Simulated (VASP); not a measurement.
# ZnS: single point with r2SCAN

ZnS:

```
CELL_PARAMETERS angstrom
5.38903 0.00000 0.00000
0.00000 -5.38903 0.00000
0.00000 0.00000 -5.38903
ATOMIC_POSITIONS crystal
Zn 0.95276 0.95276 0.00000
Zn 0.50000 0.50000 0.00000
Zn 0.50000 0.00000 0.50000
Zn 0.00000 0.50000 0.50000
S 0.75000 0.75000 0.75000
S 0.25000 0.25000 0.75000
S 0.25000 0.75000 0.25000
S 0.75000 0.25000 0.25000
```

This cell differs from its parent crystal: atom 1 (Zn) moved +0.360 Å towards its neighbour atom 2 (Zn) at 3.811 Å.

```
Program             : VASP 6.6.1
Task                : single point
Functional          : r2SCAN
Potentials or basis : VASP PAW PBE potentials, release 64 (Zn, S)
Cutoff              : 520 eV
k mesh              : 4 × 4 × 4
Occupations         : gaussian, width 0.05 eV
Spin                : no spin polarisation
```

```
Pressure               : 1.4 GPa
Largest force          : 3.487 eV/Å
Band gap on the k mesh : 2.54 eV
```

Forces in eV/Å, atoms in the order of the input:
```
Zn   2.157 -2.157 -1.689
Zn  -0.323  0.323  0.021
Zn  -0.315 -0.372 -0.011
Zn   0.372  0.315 -0.011
S   -1.474  1.474  1.760
S   -0.307  0.307 -0.251
S   -0.151 -0.042  0.090
S    0.042  0.151  0.090
```

Stress tensor (GPa, compression positive):
```
 1.01 -1.46 -1.93
-1.46  1.01  1.93
-1.93  1.93  2.10
```

Levels at points of the mesh, in eV from the valence-band top:
```tsv
k point	band 33	band 34	band 35	band 36	band 37	band 38	band 39	band 40
(0.00, 0.00, 0.00)	-2.15	-0.15	-0.05	0.00	2.54	3.20	3.61	4.01
(0.50, 0.00, 0.00)	-1.58	-1.54	-1.18	-1.07	4.48	4.75	5.04	5.25
(0.00, 0.00, 0.50)	-1.38	-1.35	-1.34	-1.18	4.60	4.86	4.95	5.00
(0.50, 0.50, 0.00)	-1.22	-1.01	-0.89	-0.84	5.24	5.27	5.28	5.30
(0.00, 0.50, 0.50)	-1.31	-1.12	-0.90	-0.70	5.00	5.18	5.40	5.55
(0.50, 0.50, 0.50)	-0.85	-0.83	-0.82	-0.54	3.61	3.69	3.75	3.89
```

Wall time 13 min on 1 thread of Intel Xeon 8259CL, on a shared host, peak memory 0.33 GiB.

Caveat: the cell differs from its parent crystal (atom 1 (Zn) moved +0.360 Å towards its neighbour atom 2 (Zn) at 3.811 Å); the PAW data sets were made with another functional, which shifts forces and pressure a little.
